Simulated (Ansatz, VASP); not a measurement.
## CaRu2O5: VASP beside Ansatz

The input INCAR:

```
  PREC = Accurate
  ENCUT = 600
  EDIFF = 1E-6
  ISMEAR = 0
  SIGMA = 0.15
  LREAL = F
  LASPH = T
  NELM = 150
  ALGO = Normal
  ISIF = 3
  LWAVE = F
  LCHARG = F
  ISPIN = 2
  MAGMOM = 0 1 1 0 0 0 0 0
  LORBIT = 11
  LMAXMIX = 4
  GGA = PE
  IBRION = 2
  NSW = 36
  EDIFFG = -0.08
```

KPOINTS

```
Automatic mesh
0
Gamma
  3 3 3
```

Contents of POSCAR:

```
CaRu2O5
1.0
    4.5947538000      0.0000000000      0.0000000000
    0.0000000000      4.5947538000      0.0000000000
    0.0000000000      0.0000000000      4.4931685800
Ca Ru O
1 2 5
Direct
    0.5000000000      0.5000000000      0.5000000000
    0.5000000000      0.0000000000      0.0000000000
    0.0000000000      0.5000000000      0.0000000000
    0.5000000000      0.5000000000      0.0000000000
    0.0000000000      0.5000000000      0.6334915900
    0.5000000000      0.0000000000      0.3665084100
    0.0000000000      0.5000000000      0.3665084100
    0.5000000000      0.0000000000      0.6334915900
```

Input for Ansatz:

```yaml
crystal:
  lattice:
    - [4.5947538, 0.0, 0.0]
    - [0.0, 4.5947538, 0.0]
    - [0.0, 0.0, 4.49316858]
  atoms:
    - { symbol: Ca, position: [0.5, 0.5, 0.5] }
    - { symbol: Ru, position: [0.5, 0.0, 0.0], spin: 1.0 }
    - { symbol: Ru, position: [0.0, 0.5, 0.0], spin: 1.0 }
    - { symbol: O, position: [0.5, 0.5, 0.0] }
    - { symbol: O, position: [0.0, 0.5, 0.63349159] }
    - { symbol: O, position: [0.5, 0.0, 0.36650841] }
    - { symbol: O, position: [0.0, 0.5, 0.36650841] }
    - { symbol: O, position: [0.5, 0.0, 0.63349159] }
basis:
  ecutwfc: 420
kpoints:
  mp_grid: { grid: [3, 3, 3] }
hamiltonian:
  xc: pbe
scf:
  occupations: { method: gaussian, width: 0.15 }
  lower_state_search: "off"
output:
  forces: true
  stress: true
  eigenvalues: true
  populations: true
magnetization:
  spin_polarized: true
relax:
  adjacent_minimum: "off"
  f_tol: 0.08
  max_steps: 16
  cell: { stress_tol: 0.8 }
```

Alike in both runs: task relaxation of cell and atoms; functional PBE; k mesh 3 × 3 × 3; occupations gaussian, width 0.15 eV; collinear spin.

|  | VASP | Ansatz |
| --- | --- | --- |
| version | VASP 6.6.1 | Ansatz 0.2.0 |
| potentials or method | VASP PAW PBE potentials, release 64 (Ca_sv, Ru_pv, O), cutoff 600 eV | scalar-relativistic, plane waves, PAW |
| valence electrons in the cell | 68 | 72 |

```csv
,VASP,Ansatz,Ansatz less VASP
"gap on the k mesh at the Fermi level, each at its own relaxed structure (eV)",none,none,-
net moment per atom (μB),0.00,0.00,0.000
relaxed volume (Å³/atom),13.29,13.61,+0.319
relaxed length of the cell vector where the two differ most in proportion (Å),6.172,6.388,+0.2164
```

A gap of «none» marks a metal or a gap that the smearing closes. VASP's potentials hold 68 valence electrons a cell and Ansatz's 72, so a difference there can come from the potentials and not from the codes. Ansatz's warnings: cell relax basis refresh, seeded moment not kept.

The k mesh is coarse, so the values compare programs but aren't converged. Noted on VASP's run: the standard files for N, O and F lose accuracy on very short bonds.
